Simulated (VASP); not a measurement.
Set up this calculation in VASP 6.6.1, as the native input.

```yaml
Task: relaxation of cell and atoms
Functional: PBE
Potentials_or_basis: VASP PAW PBE potentials, release 64 (Na_pv, B)
Cutoff: 600 eV
k_mesh: 12 × 10 × 8
Occupations: gaussian, width 0.1 eV
Spin: no spin polarisation
Dipole_correction: no
Further_INCAR_settings: ALGO = Normal; EDIFF = 1e-07; IBRION = 2; EDIFFG = -0.01; NSW = 100; ISIF = 3
```

The structure of NaB4 lies in POSCAR:

```
NaB4
1.0
    3.1280599115      0.0000000000      0.0000000000
    0.0000000000      4.0980451691      0.0000000000
    0.0000000000      0.0000000000      5.5320253743
Na B
1 4
Direct
    0.5000000000      0.5000000000      0.5000000000
    0.5000000000      0.0000000000      0.1673182942
    0.0000000000      0.0000000000      0.8094927383
    0.0000000000      0.0000000000      0.1905072617
    0.5000000000      0.0000000000      0.8326817058
```

These files were run (other wordings do the same):

INCAR

```
ALGO     = Normal         # electronic algorithm
EDIFF    = 1E-7           # SCF threshold, eV
EDIFFG   = -0.01          # ionic threshold
ENCUT    = 600            # plane-wave cutoff, eV
GGA      = PE             # functional
IBRION   = 2              # ionic algorithm
ISIF     = 3              # what is computed and relaxed
ISMEAR   = 0              # smearing method
LASPH    = True           # aspherical terms in the spheres
LCHARG   = False          # write CHGCAR
LREAL    = False          # projectors in reciprocal space
LWAVE    = False          # write WAVECAR
NELM     = 100            # most SCF steps
NSW      = 100            # ionic steps
PREC     = Accurate       # precision mode
SIGMA    = 0.1            # smearing width, eV
```

KPOINTS

```
k-points
0
Gamma
  12 10 8
```

Potentials or basis: VASP PAW PBE potentials, release 64 (Na_pv, B).

Command:

```sh
$ cat potpaw_PBE.64/Na_pv/POTCAR potpaw_PBE.64/B/POTCAR > POTCAR
$ mpirun -np 1 vasp_std > vasp.out
```

Results of the run:

| Property | Result |
| --- | --- |
| Relaxed volume | 14.18 Å³/atom |
| Relaxed cell | a = 3.129 Å, b = 4.098 Å, c = 5.528 Å, α = 90.00°, β = 90.00°, γ = 90.00° |
| Space group after relaxing (to 0.1 Å) | Pmmm (No. 47) |
| Energy gained by relaxing | 0.0 meV/atom |
| Ionic steps | 2 |
| Pressure after relaxing | 0.0 GPa |
| Largest force after relaxing | 0.005 eV/Å |
| Band gap on the k mesh | zero (an odd number of electrons rules out a gap without spin polarisation) |

Run time: 2.3 min on 1 thread of Intel(R) Xeon(R) 6975P-C (Granite Rapids), with other jobs on the host, peak memory 0.37 GiB.
